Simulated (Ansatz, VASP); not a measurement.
Al2Cu: VASP beside Ansatz

INCAR

```
SYSTEM = Al2Cu
  PREC = Accurate
  ENCUT = 520
  EDIFF = 1E-6
  ISMEAR = 0
  SIGMA = 0.15
  LREAL = .FALSE.
  LASPH = .TRUE.
  NELM = 100
  ALGO = Fast
  ISIF = 2
  LWAVE = .FALSE.
  LCHARG = .FALSE.
  GGA = PS
  NBANDS = 26
```

File KPOINTS:

```
regular mesh
0
G
  10 10 10
  0 0 0
```

Contents of POSCAR:

```
Al2Cu
1.0
   -3.0564500000      3.0564500000      2.4379500000
    3.0564500000     -3.0564500000      2.4379500000
    3.0564500000      3.0564500000     -2.4379500000
Al Cu
4 2
Direct
    0.1593210787      0.6593210787      0.8186421574
    0.6593210787      0.8406789213      0.5000000000
    0.8406789213      0.3406789213      0.1813578426
    0.3406789213      0.1593210787      0.5000000000
    0.7500000000      0.7500000000      0.0000000000
    0.2500000000      0.2500000000      0.0000000000
```

Input for Ansatz:

```yaml
crystal:
  lattice:
    - [-3.05645, 3.05645, 2.43795]
    - [3.05645, -3.05645, 2.43795]
    - [3.05645, 3.05645, -2.43795]
  atoms:
    - { symbol: Al, position: [0.1593210787, 0.6593210787, 0.8186421574] }
    - { symbol: Al, position: [0.6593210787, 0.8406789213, 0.5] }
    - { symbol: Al, position: [0.8406789213, 0.3406789213, 0.1813578426] }
    - { symbol: Al, position: [0.3406789213, 0.1593210787, 0.5] }
    - { symbol: Cu, position: [0.75, 0.75, 0.0] }
    - { symbol: Cu, position: [0.25, 0.25, 0.0] }
basis:
  ecutwfc: 520.0
kpoints:
  mp_grid: { grid: [10, 10, 10] }
hamiltonian:
  xc: pbesol
  pseudopotentials: { kind: paw, azcp: { folder: soft_1 } }
scf:
  occupations: { method: gaussian, width: 0.15 }
output:
  forces: true
  stress: true
  eigenvalues: true
```

Alike in both runs: task single point; functional PBEsol; k mesh 10 × 10 × 10; occupations gaussian, width 0.15 eV; no spin polarisation.

```csv
,VASP,Ansatz
version,VASP 6.6.1,Ansatz 0.2.0
potentials or method,"VASP PAW PBE potentials, release 64 (Al, Cu), cutoff 520 eV","scalar-relativistic, plane waves, PAW"
valence electrons in the cell,34,50
```

```csv
,VASP,Ansatz,Ansatz less VASP
gap on the k mesh at the Fermi level (eV),none,none,-
pressure (GPa),-4.7,-4.8,-0.13
"traceless stress, the component that is largest in VASP (GPa)",0.77,0.73,-0.033
rms of the force components (eV/Å),0.002,0.003,+0.0014
```

VASP's potentials were made for PBE, not for PBEsol, and Ansatz warns of the same on its side. Atom by atom the forces differ by 0.001 eV/Å (rms over components). A gap of «none» marks a metal or a gap that the smearing closes. VASP's potentials hold 34 valence electrons a cell and Ansatz's 50, so a difference there can come from the potentials and not from the codes.
